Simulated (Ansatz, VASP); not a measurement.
# One calculation of Zn, two programs

File INCAR:

```
  ALGO = Fast
  EDIFF = 1E-7
  ENCUT = 520
  GGA = PS
  ISIF = 2
  ISMEAR = 0
  LASPH = True
  LCHARG = False
  LREAL = False
  LWAVE = False
  NBANDS = 12
  NELM = 80
  PREC = Accurate
  SIGMA = 0.15
```

The input KPOINTS:

```
k-points
0
Gamma
  22 22 22
```

The input POSCAR:

```
Zn
1.0
    0.0000000000      2.0201507020      1.8585386458
    2.0201507020      0.0000000000      1.8585386458
    2.0201507020      2.0201507020      0.0000000000
Zn
1
Direct
    0.0000000000      0.0000000000      0.0000000000
```

Input for Ansatz:

```yaml
crystal:
  lattice:
    - [0.0, 2.020150702, 1.8585386458]
    - [2.020150702, 0.0, 1.8585386458]
    - [2.020150702, 2.020150702, 0.0]
  atoms:
    - { symbol: Zn, position: [0.0, 0.0, 0.0] }
basis:
  ecutwfc: 420
kpoints:
  mp_grid: { grid: [22, 22, 22] }
hamiltonian:
  xc: pbesol
scf:
  occupations: { method: gaussian, width: 0.15 }
output:
  forces: true
  stress: true
  eigenvalues: true
```

Alike in both runs: task single point; functional PBEsol; k mesh 22 × 22 × 22; occupations gaussian, width 0.15 eV; no spin polarisation.

```csv
,VASP,Ansatz
version,VASP 6.6.1,Ansatz 0.2.0
potentials or method,"VASP PAW PBE potentials, release 64 (Zn), cutoff 520 eV","scalar-relativistic, plane waves, PAW"
valence electrons in the cell,12,12
```

VASP gave:

| Item | Value |
| --- | --- |
| gap on the k mesh at the Fermi level (eV) | none |
| pressure (GPa) | -4.5 |
| traceless stress, the component that is largest in VASP (GPa) | 1.86 |

**Question.** Which values does Ansatz return?

**Answer.** gap on the k mesh at the Fermi level (eV): none; pressure (GPa): -4.9; traceless stress, the component that is largest in VASP (GPa): 1.86.

VASP's potentials were made for PBE, not for PBEsol. A gap of «none» marks a metal or a gap that the smearing closes.
